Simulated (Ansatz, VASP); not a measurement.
# SnO2: VASP beside Ansatz

The input INCAR:

```
SYSTEM = SnO2
ALGO     = Normal         ! electronic algorithm
EDIFF    = 1E-6           ! SCF threshold, eV
ENCUT    = 1340           ! plane-wave cutoff, eV
GGA_COMPAT= .False.      
ISIF     = 2              ! what is computed and relaxed
ISMEAR   = 0              ! smearing method
LASPH    = .True.         ! aspherical terms in the spheres
LCHARG   = .False.        ! write CHGCAR
LREAL    = .False.        ! projectors in reciprocal space
LWAVE    = .False.        ! write WAVECAR
NBANDS   = 35             ! bands
NELM     = 120            ! most SCF steps
PREC     = Accurate       ! precision mode
SIGMA    = 0.1            ! smearing width, eV
```

File KPOINTS:

```
k-points
0
Gamma
  4 4 6
  0 0 0
```

POSCAR

```
SnO2
1.0
    4.5613071670      0.0000000000      0.0000000000
    0.0000000000      4.5613071670      0.0000000000
    0.0000000000      0.0000000000      3.2722374217
Sn O
2 4
Direct
    0.0000000000      0.0000000000      0.0000000000
    0.5000000000      0.5000000000      0.5000000000
    0.6930000000      0.6930000000      0.0000000000
    0.3070000000      0.3070000000      0.0000000000
    0.8070000000      0.1930000000      0.5000000000
    0.1930000000      0.8070000000      0.5000000000
```

Input for Ansatz:

```yaml
crystal:
  lattice:
    - [4.561307167, 0.0, 0.0]
    - [0.0, 4.561307167, 0.0]
    - [0.0, 0.0, 3.2722374217]
  atoms:
    - { symbol: Sn, position: [0.0, 0.0, 0.0] }
    - { symbol: O, position: [0.693, 0.693, 0.0] }
    - { symbol: O, position: [0.307, 0.307, 0.0] }
    - { symbol: Sn, position: [0.5, 0.5, 0.5] }
    - { symbol: O, position: [0.807, 0.193, 0.5] }
    - { symbol: O, position: [0.193, 0.807, 0.5] }
basis:
  ecutwfc: 420
kpoints:
  mp_grid: { grid: [4, 4, 6] }
hamiltonian:
  xc: lda
  pseudopotentials: { kind: paw, azcp: { folder: soft_1 } }
scf:
  occupations: { method: gaussian, width: 0.1 }
output:
  forces: true
  stress: true
  eigenvalues: true
```

Alike in both runs: task single point; functional LDA; k mesh 4 × 4 × 6; occupations gaussian, width 0.1 eV; no spin polarisation.

```csv
,VASP,Ansatz
version,VASP 6.6.1,Ansatz 0.2.0
potentials or method,"VASP PAW LDA potentials, release 64 (Sn_d, O_h), cutoff 1340 eV","scalar-relativistic, plane waves, PAW"
valence electrons in the cell,52,52
```

```tsv
	VASP	Ansatz	Ansatz less VASP
gap on the k mesh at the Fermi level (eV)	1.60	1.55	-0.042
least direct gap on the mesh (eV)	1.60	1.55	-0.042
pressure (GPa)	9.5	8.1	-1.36
rms of the force components (eV/Å)	0.029	0.028	-0.0007
```

Ansatz warns that its potentials were made for another functional, while VASP's fit it. LDA's correlation is that of Perdew and Zunger in VASP and of Perdew and Wang (1992) in Ansatz.
